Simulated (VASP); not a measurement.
# Cl (P1) in VASP: single point with PBE

Aim: the single point of Cl with PBE.

Everything below comes from runs of VASP 6.6.1. Logs are shortened: lines on timing, memory, paths and dates and some standing lists are left out, and cuts for length are marked.

**1. The cell of the first run**

The typed cell holds 6 atoms: a = 5.251 Å, b = 6.472 Å, c = 8.527 Å, α = 66.56°, β = 70.15°, γ = 83.02°.

The cell was generated, and may not be a known phase.

**2. Single point, PBE**

The input, INCAR:

```
PREC = Accurate
ENCUT = 520
EDIFF = 1E-7
ISMEAR = 0
SIGMA = 0.02
LREAL = F
LASPH = T
NELM = 100
ALGO = Normal
ISIF = 2
LWAVE = F
LCHARG = F
GGA = PE
NBANDS = 30
```

The input, KPOINTS:

```
regular mesh
0
Gamma
  6 6 4
```

The input, POSCAR:

```
Cl
1.0
    5.2494283042     -0.0224212237      0.1196414013
    0.8077394733      6.4161275431      0.2545628596
    2.7352381033      2.7757876602      7.5846370461
Cl
6
Direct
    0.1637580545      0.0714511666      0.9455845928
    0.2597823660      0.4483390287      0.5151469119
    0.2352264435      0.6859849621      0.2790918921
    0.4794539084      0.7005875067      0.6538159824
    0.8455373980      0.2216678754      0.0729193130
    0.6342955341      0.8764133588      0.7533879439
```

Potentials or basis: VASP PAW PBE potentials, release 64 (Cl).

Run with:

```
$ cat potpaw_PBE.64/Cl/POTCAR > POTCAR
$ mpirun -np 1 vasp_std > vasp.out
```

OUTCAR:

```text
PREC = Accurate
   ENCUT = 520
   EDIFF = 1E-7
   ISMEAR = 0
   LREAL = F
   LASPH = T
   NELM = 100
   ISIF = 2
   GGA = PE

 ion  position               nearest neighbor table
   1  0.164  0.071  0.946-   5 2.03
   2  0.260  0.448  0.515-   3 2.02
   3  0.235  0.686  0.279-   2 2.02
   4  0.479  0.701  0.654-   6 2.03
   5  0.846  0.222  0.073-   1 2.03
   6  0.634  0.876  0.753-   4 2.03

  LATTYP: Found a triclinic cell.
 ALAT       =     5.2508393898
 B/A-ratio  =     3.6078813502
 C/A-ratio  =     1.4898860607
 COS(alpha) =     0.0105637190
 COS(beta)  =     0.5707307641
 COS(gamma) =     0.7616444673

  Lattice vectors:

 A1 = (  -5.2494283042,   0.0224212237,  -0.1196414013)
 A2 = ( -14.6285257559,  -9.9892037549,   6.7165871230)
 A3 = (  -4.4416888309,   6.4385487668,   0.1349214583)

Analysis of symmetry for initial positions (statically):
=====================================================================
 Subroutine PRICEL returns:
 Original cell was already a primitive cell.

 Routine SETGRP: Setting up the symmetry group for a
 triclinic supercell.

 Subroutine GETGRP returns: Found  1 space group operations
 (whereof  1 operations were pure point group operations)
 out of a pool of  2 trial point group operations.

The static configuration has the point symmetry C_1 .

Analysis of symmetry for dynamics (positions and initial velocities):
=====================================================================
 Subroutine PRICEL returns:
 Original cell was already a primitive cell.

 Routine SETGRP: Setting up the symmetry group for a
 triclinic supercell.

 Subroutine GETGRP returns: Found  1 space group operations
 (whereof  1 operations were pure point group operations)
 out of a pool of  2 trial point group operations.

The dynamic configuration has the point symmetry C_1 .

 Subroutine INISYM returns: Found  1 space group operations
 (whereof  1 operations are pure point group operations),
 and found     1 'primitive' translations

----------------------------------------------------------------------------------------

                                     Primitive cell

  volume of cell :     250.0392

  direct lattice vectors                    reciprocal lattice vectors
     5.249428304 -0.022421224  0.119641401     0.191799473 -0.021717078 -0.061220494
     0.807739473  6.416127543  0.254562860     0.002008309  0.157926282 -0.058521327
     2.735238103  2.775787660  7.584637046    -0.003092883 -0.004957904  0.134775317

  length of vectors
     5.250839390  6.471780123  8.527206092     0.202500909  0.168432448  0.134901938

  position of ions in fractional coordinates (direct lattice)
     0.163758055  0.071451167  0.945584593
     0.259782366  0.448339029  0.515146912
     0.235226443  0.685984962  0.279091892
     0.479453908  0.700587507  0.653815982
     0.845537398  0.221667875  0.072919313
     0.634295534  0.876413359  0.753387944

  ion indices of the primitive-cell ions
   primitive index   ion index
                 1           1
                 2           2
                 3           3
                 4           4
                 5           5
                 6           6

----------------------------------------------------------------------------------------

 KPOINTS: regular mesh

Automatic generation of k-mesh.
 Grid dimensions read from file:
 generate k-points for:    6    6    4

 Generating k-lattice:

  Cartesian coordinates                     Fractional coordinates (reciprocal lattice)
     0.031966579 -0.003619513 -0.010203416     0.166666667  0.000000000  0.000000000
     0.000334718  0.026321047 -0.009753555     0.000000000  0.166666667  0.000000000
    -0.000773221 -0.001239476  0.033693829     0.000000000  0.000000000  0.250000000

  Length of vectors
     0.033750152  0.028072075  0.033725484

  Shift w.r.t. Gamma in fractional coordinates (k-lattice)
     0.000000000  0.000000000  0.000000000

 Subroutine IBZKPT returns following result:
 ===========================================

 Found     76 irreducible k-points:

 Following reciprocal coordinates:
            Coordinates               Weight
  0.000000  0.000000  0.000000      1.000000
  0.166667  0.000000  0.000000      2.000000
  0.333333  0.000000  0.000000      2.000000
  0.500000 -0.000000 -0.000000      1.000000
 -0.000000  0.166667  0.000000      2.000000
  0.166667  0.166667  0.000000      2.000000
[... 16 lines left out ...]
  0.333333  0.000000  0.250000      2.000000
  0.500000  0.000000  0.250000      2.000000
 [... further k-points ...]
   k-points           NKPTS =     76   k-points in BZ     NKDIM =     76   number of bands    NBANDS=     30
   number of dos      NEDOS =    301   number of ions     NIONS =      6
   total plane-waves  NPLWV = 122880
   dimension x,y,z NGX =    40 NGY =   48 NGZ =   64
   dimension x,y,z NGXF=    80 NGYF=   96 NGZF=  128
   ions per type =               6
   NGX,Y,Z   is equivalent  to a cutoff of  12.66, 12.33, 12.48 a.u.
   NGXF,Y,Z  is equivalent  to a cutoff of  25.33, 24.66, 24.95 a.u.
 SYSTEM =  unknown system
   PREC   = accura    normal or accurate (medium, high low for compatibility)
   ISTART =      0    job   : 0-new  1-cont  2-samecut
   ICHARG =      2    charge: 1-file 2-atom 10-const
   ISPIN  =      1    spin polarized calculation?
   LNONCOLLINEAR =      F non collinear calculations
   LSORBIT =      F    spin-orbit coupling
   LASPH  =      T    aspherical Exc in radial PAW
   ENCUT  =  520.0 eV  38.22 Ry    6.18 a.u.   9.76 12.03 15.85*2*pi/ulx,y,z
   NELM   =    100;   NELMIN=  2; NELMDL= -5     # of ELM steps
   EDIFF  = 0.1E-06   stopping-criterion for ELM
   LREAL  =      F    real-space projection
   EDIFFG = 0.1E-05   stopping-criterion for IOM
   NSW    =      0    number of steps for IOM
   IBRION =     -1    ionic relax: 0-MD 1-quasi-New 2-CG
   NFREE  =      0    steps in history (QN), initial steepest desc. (CG)
   ISIF   =      2    stress and relaxation
   ISYM   =      2    0-nonsym 1-usesym 2-fastsym
   POTIM  = 0.5000    time-step for ionic-motion
   TEBEG  =    0.0;   TEEND  =   0.0 temperature during run
   PSTRESS=    0.0 pullay stress
   NELECT =      42.0000    total number of electrons
   NUPDOWN=      -1.0000    fix difference up-down
   EMIN   =  10.00;   EMAX   =-10.00  energy-range for DOS
   EFERMI =   0.00;   METHOD = LEGACY
   ISMEAR =     0;   SIGMA  =   0.02  broadening in eV -4-tet -1-fermi 0-gaus
   EFERMI_NEDOS =   21; number of points for ismear=-14 and -15
   IALGO  =     38    algorithm
   IMIX   =      4    mixing-type and parameters
     AMIX     =   0.40;   BMIX     =  1.00
     AMIX_MAG =   1.60;   BMIX_MAG =  1.00
  volume/ion in A,a.u.               =      41.67       281.22
  Fermi-wavevector in a.u.,A,eV,Ry     =   0.903279  1.706950 11.101169  0.815913
  Thomas-Fermi vector in A             =   2.026585
   LORBIT       =      0    0 simple, 1 ext, 2 COOP (PROOUT), +10 PAW based schemes
   GGA     = PE    functional components
   LHFCALC =     F    Hartree Fock is set to
   AEXX    =    0.0000 exact exchange contribution
   IVDW    =     0    specifies the selected vdW correction
   LEPSILON=     F    determine dielectric tensor
   LRPA    =     F    only Hartree local field effects (RPA)
 non-spin polarized calculation
 Gauss-broadening in eV      SIGMA  =   0.02
  energy-cutoff  :      520.00
  volume of cell :      250.04
 maximum number of plane-waves:      6764
   NGX = 19   NGY = 25   NGZ = 31

 number of electron      41.9999997 magnetization

 Free energy of the ion-electron system (eV)
  ---------------------------------------------------
  ext. energy  EPLUGINS =         0.00000000
  ---------------------------------------------------
  free energy    TOTEN  =       -11.06325658 eV

  energy without entropy =      -11.06325658  energy(sigma->0) =      -11.06325658

 E-fermi :  -2.6153     XC(G=0):  -6.1482

 val. band max:       -2.7478387593   @ k =  -0.1667  -0.0000   0.2500
 cond. band min:      -0.2271199724   @ k =  -0.0000   0.5000   0.0000
 fundamental gap:      2.5207187868
 Fermi energy:        -2.6152693053

 k-point     1 :       0.0000    0.0000    0.0000
  band No.  band energies     occupation
      1     -19.0907      2.00000
      2     -18.8742      2.00000
      3     -18.7924      2.00000
      4     -15.2543      2.00000
      5     -14.9755      2.00000
      6     -14.8194      2.00000
[... 22 lines left out ...]
     29       6.3005      0.00000
     30       6.8315      0.00000

 k-point     2 :       0.1667    0.0000    0.0000
  band No.  band energies     occupation
      1     -19.0838      2.00000
      2     -18.8743      2.00000
      3     -18.7946      2.00000
      4     -15.2586      2.00000
      5     -14.9748      2.00000
      6     -14.8233      2.00000
[... 22 lines left out ...]
     29       6.3841      0.00000
     30       6.9592      0.00000

 k-point     3 :       0.3333    0.0000    0.0000
  band No.  band energies     occupation
      1     -19.0693      2.00000
      2     -18.8743      2.00000
      3     -18.7997      2.00000
      4     -15.2673      2.00000
      5     -14.9732      2.00000
      6     -14.8312      2.00000
[... 22 lines left out ...]
     29       6.5430      0.00000
     30       6.7987      0.00000

 k-point     4 :       0.5000   -0.0000   -0.0000
  band No.  band energies     occupation
      1     -19.0617      2.00000
      2     -18.8743      2.00000
      3     -18.8027      2.00000
      4     -15.2716      2.00000
      5     -14.9724      2.00000
      6     -14.8352      2.00000
[... 616 lines left out ...]
     29       6.5036      0.00000
     30       6.9018      0.00000

 k-point    23 :       0.3333    0.0000    0.2500
  band No.  band energies     occupation
      1     -19.0512      2.00000
      2     -18.9065      2.00000
      3     -18.7872      2.00000
      4     -15.2375      2.00000
      5     -15.0576      2.00000
      6     -14.7696      2.00000
[... 22 lines left out ...]
     29       6.5676      0.00000
     30       6.7534      0.00000

 k-point    24 :       0.5000    0.0000    0.2500
  band No.  band energies     occupation
      1     -19.0418      2.00000
      2     -18.9078      2.00000
      3     -18.7906      2.00000
      4     -15.2434      2.00000
      5     -15.0541      2.00000
      6     -14.7747      2.00000
[... 22 lines left out ...]
     29       6.5541      0.00000
     30       6.7613      0.00000

 [... further k-points ...]
[... 5 lines left out ...]
  --------------------------------------------------------------------------------------
  -------------------------------------------------------------------------------------
  Total       -0.2979284     -0.4002306     -0.4034628      0.0334207     -0.0599556     -0.0576457
  in kB       -1.9090370     -2.5645592     -2.5852707      0.2141499     -0.3841780     -0.3693767
  external PRESSURE =      -2.3529556 kB  Pullay stress =       0.0000000 kB

 VOLUME and BASIS-vectors are now :
 -----------------------------------------------------------------------------
  energy-cutoff  :      520.00
  volume of cell :      250.04
      direct lattice vectors                 reciprocal lattice vectors
     5.249428304 -0.022421224  0.119641401     0.191799473 -0.021717078 -0.061220494
     0.807739473  6.416127543  0.254562860     0.002008309  0.157926282 -0.058521327
     2.735238103  2.775787660  7.584637046    -0.003092883 -0.004957904  0.134775317

 POSITION                                       TOTAL-FORCE (eV/Angst)
 -----------------------------------------------------------------------------------
      3.50375      3.07951      7.20970        -0.106144      0.114342      0.076849
      3.13490      4.30071      4.05241        -0.054801      0.067169     -0.150310
      2.55228      5.17079      2.31958         0.048340     -0.076559      0.146091
      4.87109      6.29916      5.19466         0.105199      0.117729      0.075843
      4.81709      1.60570      0.71066         0.097539     -0.106766     -0.076940
      6.09830      7.70020      6.01316        -0.090133     -0.115916     -0.071533
 -----------------------------------------------------------------------------------
    total drift:                               -0.000290      0.000310     -0.000073

  FREE ENERGIE OF THE ION-ELECTRON SYSTEM (eV)
  ---------------------------------------------------
  free  energy   TOTEN  =       -11.0632565822 eV

  energy  without entropy=      -11.0632565822  energy(sigma->0) =      -11.06325658
```

Wall time 4.7 min (1 thread of Intel Xeon 6975P-C (Granite Rapids), shared host); peak memory 0.55 GiB.

Results:

| Item | Value |
| --- | --- |
| Free energy | -11.0633 eV |
| Pressure | -0.2 GPa |
| Largest force | 0.175 eV/Å |
| Band gap on the k mesh | 2.52 eV (least direct gap 2.61 eV) |

Forces on the atoms (eV/Å):
```
Cl  -0.106  0.114  0.077
Cl  -0.055  0.067 -0.150
Cl   0.048 -0.077  0.146
Cl   0.105  0.118  0.076
Cl   0.098 -0.107 -0.077
Cl  -0.090 -0.116 -0.072
```

Caveat: this functional lacks dispersion, which holds the molecules together, so the pressure and a relaxed volume are unreliable. A k mesh can miss the band edges.
